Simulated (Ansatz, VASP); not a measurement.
**Two plane-wave programs on MgI2**

POSCAR

```
MgI2
1.0
    4.1537001214      0.0000000000      0.0000000000
   -2.0768500607      3.5972098248      0.0000000000
    0.0000000000      0.0000000000      6.8620000000
Mg I
1 2
Direct
    0.0000000000      0.0000000000      0.0000000000
    0.3333333333      0.6666666667      0.7566122393
    0.6666666667      0.3333333333      0.2433877607
```

The input INCAR.step1:

```
PREC = Accurate
ENCUT = 520
ISMEAR = -1
SIGMA = 0.02
LREAL = F
LASPH = T
NELM = 80
NBANDS = 15
GGA = PE
ALGO = Normal
EDIFF = 1E-4
LWAVE = T
LCHARG = F
```

Contents of INCAR.step2:

```
PREC = Accurate
ENCUT = 520
EDIFF = 1E-8
ISMEAR = -1
SIGMA = 0.02
LREAL = F
LASPH = T
NELM = 80
ALGO = Normal
ISIF = 2
LWAVE = F
LCHARG = F
METAGGA = R2SCAN
LMIXTAU = T
LEFG = T
NBANDS = 15
ISTART = 1
```

The input KPOINTS:

```
Automatic mesh
0
Gamma
  8 8 4
```

Input for Ansatz:

```yaml
crystal:
  lattice:
    - [4.1537001214, 0.0, 0.0]
    - [-2.0768500607, 3.5972098248, 0.0]
    - [0.0, 0.0, 6.862]
  atoms:
    - { symbol: Mg, position: [0.0, 0.0, 0.0] }
    - { symbol: I, position: [0.3333333333, 0.6666666667, 0.7566122393] }
    - { symbol: I, position: [0.6666666667, 0.3333333333, 0.2433877607] }
kpoints:
  mp_grid: { grid: [8, 8, 4] }
scf:
  occupations: { method: fermi_dirac, width: 0.02 }
hamiltonian:
  xc: r2scan
  pseudopotentials: { kind: paw }
output:
  forces: true
  stress: true
  populations: true
  efg:
    quadrupole_moments_barn: { Mg: 0.1994, I: -0.68822 }
    contact_densities: true
  write_density: true
  write_potential: true
  elf: true
  volumetric_format: npy
```

Alike in both runs: task electric field gradients; functional r2SCAN; k mesh 8 × 8 × 4; occupations fermi-dirac, width 0.02 eV; no spin polarisation.

|  | VASP | Ansatz |
| --- | --- | --- |
| version | VASP 6.6.1 | Ansatz 0.2.0 |
| potentials or method | VASP PAW PBE potentials, release 64 (Mg, I) | plane-wave PAW, scalar-relativistic |
| plane-wave cutoff (eV) | 520 | 500 |
| valence electrons in the cell | 16 | 44 |

Ansatz gave:

* gap on the k mesh at the Fermi level (eV): 4.13
* pressure (GPa): 0.7
* rms of the force components (eV/Å): 0.018
* size of Vzz on the site where it differs most (V/Å²): 43.6

Task: Which values does VASP return?

Result: gap on the k mesh at the Fermi level (eV): 4.10; pressure (GPa): 0.5; rms of the force components (eV/Å): 0.026; size of Vzz on the site where it differs most (V/Å²): 42.8.

VASP's potentials were made for PBE, not for r2SCAN. Atom by atom the forces differ by 0.009 eV/Å (rms over components). VASP's potentials hold 16 valence electrons a cell and Ansatz's 44, so a difference there can come from the potentials and not from the codes.

Neither program's run includes spin-orbit coupling.
